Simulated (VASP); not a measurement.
# AlRu (Amm2) in VASP: notebook

AlRu is run at these levels: PBEsol; tasks: single point.

Everything below comes from runs of VASP 6.6.1. Logs are shortened: lines on timing, memory, paths and dates and some standing lists are left out, and cuts for length are marked.

**1. The cell of the first run**

Symmetry: Amm2, No. 38, orthorhombic system. The conventional cell has a = 2.976 Å, b = 4.209 Å, c = 4.209 Å, α = 90.00°, β = 90.00°, γ = 90.00°. Within 3.0 Å of Al (site symmetry mm2) lie 8 Ru at 2.23 to 2.96 Å and 6 Al at 2.98 Å. Ru (site symmetry mm2) has 8 Al at 2.23 to 2.96 Å and 6 Ru at 2.98 Å within 3.0 Å.

**2. Single point, PBEsol (atom 1 (Al) moved by (-0.450, +0.000) A along [1 1 0] and z)**

The input, INCAR:

```
ALGO = Fast ; EDIFF = 1E-7
ENCUT = 520 ; GGA = PS
ISIF = 2 ; ISMEAR = 0
LASPH = T ; LCHARG = F
LREAL = F ; LWAVE = F
NBANDS = 16 ; NELM = 100
PREC = Accurate ; SIGMA = 0.15
```

The input, KPOINTS:

```
k-points
0
Gamma
  20 20 20
```

The input, POSCAR:

```
AlRu
1.0
    2.9764078218      0.0000000000      0.0000000000
    0.0000000000      2.9764078218      0.0000000000
    0.0000000000      0.0000000000      2.9764078218
Al Ru
1 1
Direct
   -0.1069067381     -0.1069067381      0.0000000000
    0.5000000000      0.5000000000      0.5000000000
```

Potentials or basis: VASP PAW PBE potentials, release 64 (Al, Ru_pv).

The run is started by

```console
> cat potpaw_PBE.64/Al/POTCAR potpaw_PBE.64/Ru_pv/POTCAR > POTCAR
> mpirun -np 1 vasp_std > vasp.out
```

OUTCAR:

```text
EDIFF = 1E-7
   ENCUT = 520
   GGA = PS
   ISIF = 2
   ISMEAR = 0
   LASPH = T
   LREAL = F
   NELM = 100
   PREC = Accurate

 ion  position               nearest neighbor table
   1  0.893  0.893  0.000-   2 2.23   2 2.23   2 2.62   2 2.62   2 2.62   2 2.62   2 2.96   2 2.96

   2  0.500  0.500  0.500-   1 2.23   1 2.23   1 2.62   1 2.62   1 2.62   1 2.62   1 2.96   1 2.96

  LATTYP: Found a simple cubic cell.
 ALAT       =     2.9764078218

  Lattice vectors:

 A1 = (   2.9764078218,   0.0000000000,   0.0000000000)
 A2 = (   0.0000000000,   2.9764078218,   0.0000000000)
 A3 = (   0.0000000000,   0.0000000000,   2.9764078218)

Analysis of symmetry for initial positions (statically):
=====================================================================
 Subroutine PRICEL returns:
 Original cell was already a primitive cell.

 Routine SETGRP: Setting up the symmetry group for a
 simple cubic supercell.

 Subroutine GETGRP returns: Found  4 space group operations
 (whereof  4 operations were pure point group operations)
 out of a pool of 48 trial point group operations.

The static configuration has the point symmetry C_2v.

Analysis of symmetry for dynamics (positions and initial velocities):
=====================================================================
 Subroutine PRICEL returns:
 Original cell was already a primitive cell.

 Routine SETGRP: Setting up the symmetry group for a
 simple cubic supercell.

 Subroutine GETGRP returns: Found  4 space group operations
 (whereof  4 operations were pure point group operations)
 out of a pool of 48 trial point group operations.

The dynamic configuration has the point symmetry C_2v.

 Subroutine INISYM returns: Found  4 space group operations
 (whereof  4 operations are pure point group operations),
 and found     1 'primitive' translations

----------------------------------------------------------------------------------------

                                     Primitive cell

  volume of cell :      26.3680

  direct lattice vectors                    reciprocal lattice vectors
     2.976407822  0.000000000  0.000000000     0.335975464  0.000000000  0.000000000
     0.000000000  2.976407822  0.000000000     0.000000000  0.335975464  0.000000000
     0.000000000  0.000000000  2.976407822     0.000000000  0.000000000  0.335975464

[... 75 lines left out ...]
   ISTART =      0    job   : 0-new  1-cont  2-samecut
   ICHARG =      2    charge: 1-file 2-atom 10-const
   ISPIN  =      1    spin polarized calculation?
   LNONCOLLINEAR =      F non collinear calculations
   LSORBIT =      F    spin-orbit coupling
   LASPH  =      T    aspherical Exc in radial PAW
   ENCUT  =  520.0 eV  38.22 Ry    6.18 a.u.   5.53  5.53  5.53*2*pi/ulx,y,z
   NELM   =    100;   NELMIN=  2; NELMDL= -5     # of ELM steps
   EDIFF  = 0.1E-06   stopping-criterion for ELM
   LREAL  =      F    real-space projection
   EDIFFG = 0.1E-05   stopping-criterion for IOM
   NSW    =      0    number of steps for IOM
   IBRION =     -1    ionic relax: 0-MD 1-quasi-New 2-CG
   NFREE  =      0    steps in history (QN), initial steepest desc. (CG)
   ISIF   =      2    stress and relaxation
   ISYM   =      2    0-nonsym 1-usesym 2-fastsym
   POTIM  = 0.5000    time-step for ionic-motion
   TEBEG  =    0.0;   TEEND  =   0.0 temperature during run
   PSTRESS=    0.0 pullay stress
   NELECT =      17.0000    total number of electrons
   NUPDOWN=      -1.0000    fix difference up-down
   EMIN   =  10.00;   EMAX   =-10.00  energy-range for DOS
   EFERMI =   0.00;   METHOD = LEGACY
   ISMEAR =     0;   SIGMA  =   0.15  broadening in eV -4-tet -1-fermi 0-gaus
   EFERMI_NEDOS =   21; number of points for ismear=-14 and -15
   IALGO  =     68    algorithm
   IMIX   =      4    mixing-type and parameters
     AMIX     =   0.40;   BMIX     =  1.00
     AMIX_MAG =   1.60;   BMIX_MAG =  1.00
  volume/ion in A,a.u.               =      13.18        88.97
  Fermi-wavevector in a.u.,A,eV,Ry     =   1.414269  2.672581 27.213787  2.000157
  Thomas-Fermi vector in A             =   2.535829
   LORBIT       =      0    0 simple, 1 ext, 2 COOP (PROOUT), +10 PAW based schemes
   GGA     = PS    functional components
   LHFCALC =     F    Hartree Fock is set to
   AEXX    =    0.0000 exact exchange contribution
   IVDW    =     0    specifies the selected vdW correction
   LEPSILON=     F    determine dielectric tensor
   LRPA    =     F    only Hartree local field effects (RPA)
 non-spin polarized calculation
 RMM-DIIS sequential band-by-band and
 Gauss-broadening in eV      SIGMA  =   0.15
  energy-cutoff  :      520.00
  volume of cell :       26.37
 maximum number of plane-waves:       739
 NGX is ok and might be reduce to    24
   NGX = 11   NGY = 11   NGZ = 11

 number of electron      16.9999996 magnetization

 Free energy of the ion-electron system (eV)
  ---------------------------------------------------
  ext. energy  EPLUGINS =         0.00000000
  ---------------------------------------------------
  free energy    TOTEN  =       -14.58791358 eV

  energy without entropy =      -14.56940284  energy(sigma->0) =      -14.57865821

 E-fermi :  10.6970     XC(G=0): -12.7058

 val. band max:       10.6966962799   @ k =  -0.3000   0.3500   0.5000
 cond. band min:      10.6978346185   @ k =   0.1500   0.0500   0.5000
 fundamental gap:      0.0011383386
 Fermi energy:        10.6970130106

 k-point     1 :       0.0000    0.0000    0.0000
  band No.  band energies     occupation
      1     -30.9596      2.00000
      2     -30.9565      2.00000
      3     -30.8926      2.00000
      4       1.1069      2.00000
      5       6.8372      2.00000
      6       6.9577      2.00000
[... 433 lines left out ...]
      3     -30.8979      2.00000
      4       1.2032      2.00000
      5       6.8676      2.00000
      6       6.9991      2.00000
[... 8 lines left out ...]
     15      22.9382      0.00000
     16      25.2972      0.00000

 [... further k-points ...]
[... 5 lines left out ...]
  --------------------------------------------------------------------------------------
  -------------------------------------------------------------------------------------
  Total        2.1217906      2.1217906      4.1243658      2.6175555      0.0000000      0.0000000
  in kB      128.9245972    128.9245972    250.6054121    159.0483520      0.0000000      0.0000000
  external PRESSURE =     169.4848688 kB  Pullay stress =       0.0000000 kB

 VOLUME and BASIS-vectors are now :
 -----------------------------------------------------------------------------
  energy-cutoff  :      520.00
  volume of cell :       26.37
      direct lattice vectors                 reciprocal lattice vectors
     2.976407822  0.000000000  0.000000000     0.335975464  0.000000000  0.000000000
     0.000000000  2.976407822  0.000000000     0.000000000  0.335975464  0.000000000
     0.000000000  0.000000000  2.976407822     0.000000000  0.000000000  0.335975464

 POSITION                                       TOTAL-FORCE (eV/Angst)
 -----------------------------------------------------------------------------------
      2.65821      2.65821      0.00000         3.314436      3.314436      0.000000
      1.48820      1.48820      1.48820        -3.314436     -3.314436      0.000000
 -----------------------------------------------------------------------------------
    total drift:                                0.000181      0.000181      0.000000

  FREE ENERGIE OF THE ION-ELECTRON SYSTEM (eV)
  ---------------------------------------------------
  free  energy   TOTEN  =       -14.5879135763 eV

  energy  without entropy=      -14.5694028365  energy(sigma->0) =      -14.57865821
```

stdout:

```text
POSCAR found type information on POSCAR AlRu
 POSCAR found :  2 types and       2 ions
 scaLAPACK will be used
 -----------------------------------------------------------------------------
|                                                                             |
|                                                                             |
|     You enforced a specific xc type in the INCAR file but a different       |
|     I HOPE YOU KNOW WHAT YOU ARE DOING!                                     |
|                                                                             |
 -----------------------------------------------------------------------------

 LDA part: xc-table for (Slater+PW92), standard interpolation
 POSCAR, INCAR and KPOINTS ok, starting setup
 FFT: planning ... GRIDC
 FFT: planning ... GRID_SOFT
 FFT: planning ... GRID
 WAVECAR not read
 entering main loop
```

It took 4.1 min on 1 thread of Intel Xeon Platinum 8375C at 2.90GHz (Ice Lake), shared host; peak memory 0.57 GiB.

What came out:

```
Free energy            : -14.5879 eV
Pressure               : 16.9 GPa
Largest force          : 4.687 eV/Å
Band gap on the k mesh : zero (an odd number of electrons rules out a gap without spin polarisation)
```

Forces in eV/Å, atoms in the order of the input:
```
Al   3.314  3.314  0.000
Ru  -3.314 -3.314  0.000
```

Caveat: the cell differs from its parent crystal (atom 1 (Al) moved by (-0.450, +0.000) A along [1 1 0] and z); the stress differs along the axes, from 13 to 25 GPa; the PAW data sets were made with another functional, which shifts forces and pressure a little.

**3. Single point, PBEsol (atom 1 (Al) moved by (-0.225, +0.000) A along [1 1 0] and z)**

The input, INCAR:

```
SYSTEM = AlRu
  ALGO = Fast
  EDIFF = 1E-6
  ENCUT = 520
  GGA = PS
  ISIF = 2
  ISMEAR = 0
  LASPH = .True.
  LCHARG = .False.
  LREAL = .False.
  LWAVE = .False.
  NBANDS = 16
  NELM = 100
  PREC = Accurate
  SIGMA = 0.15
```

The input, KPOINTS:

```
k-points
0
Gamma
  20 20 20
  0 0 0
```

POSCAR: that of step 2 with these lines changed.

```diff
@@ -8,3 +8,3 @@
 Direct
-   -0.1069067381     -0.1069067381      0.0000000000
+   -0.0534533691     -0.0534533691      0.0000000000
     0.5000000000      0.5000000000      0.5000000000
```

Potentials or basis: VASP PAW PBE potentials, release 64 (Al, Ru_pv).

The run is started by

```console
> cat potpaw_PBE.64/Al/POTCAR potpaw_PBE.64/Ru_pv/POTCAR > POTCAR
> mpirun -np 1 vasp_std > vasp.out
```

Wall time 3.6 min (1 thread of Intel Xeon Platinum 8375C at 2.90GHz (Ice Lake), shared host); peak memory 0.57 GiB.

Results (log left out):

| Property | Result |
| --- | --- |
| Free energy | -15.3140 eV |
| Pressure | 4.2 GPa |
| Largest force | 1.962 eV/Å |
| Band gap on the k mesh | zero (an odd number of electrons rules out a gap without spin polarisation) |

Forces on the atoms (eV/Å):
```
Al   1.388  1.388  0.000
Ru  -1.388 -1.388  0.000
```

Stress tensor (GPa, compression positive):
```
3.40 4.12 0.00
4.12 3.40 0.00
0.00 0.00 5.79
```

Levels at points of the mesh, in eV from the Fermi level:
| k point | band 5 | band 6 | band 7 | band 8 | band 9 | band 10 | band 11 | band 12 | band 13 | band 14 |
| --- | --- | --- | --- | --- | --- | --- | --- | --- | --- | --- |
| (0.00, 0.00, 0.00) | -3.71 | -3.69 | 0.11 | 0.21 | 0.23 | 6.18 | 6.25 | 6.36 | 11.19 | 11.23 |
| (0.50, 0.00, 0.00) | -5.38 | -2.91 | -1.65 | -1.58 | 0.42 | 2.37 | 7.56 | 11.12 | 11.18 | 12.39 |
| (0.00, 0.00, 0.50) | -5.46 | -2.89 | -1.66 | -1.62 | 0.45 | 2.33 | 7.49 | 11.30 | 11.34 | 12.03 |
| (0.50, 0.50, 0.00) | -3.29 | -1.35 | -1.27 | -1.17 | -1.17 | 1.58 | 5.43 | 6.36 | 10.88 | 12.06 |
| (0.00, 0.50, 0.50) | -3.18 | -1.57 | -1.50 | -0.95 | -0.89 | 1.57 | 5.39 | 6.30 | 11.10 | 12.06 |
| (0.50, 0.50, 0.50) | -4.70 | -4.66 | 1.67 | 1.67 | 2.63 | 4.11 | 4.17 | 4.19 | 8.77 | 8.80 |

Caveat: the cell differs from its parent crystal (atom 1 (Al) moved by (-0.225, +0.000) A along [1 1 0] and z); the cell stands under pressure; the PAW data sets were made with another functional, which shifts forces and pressure a little.
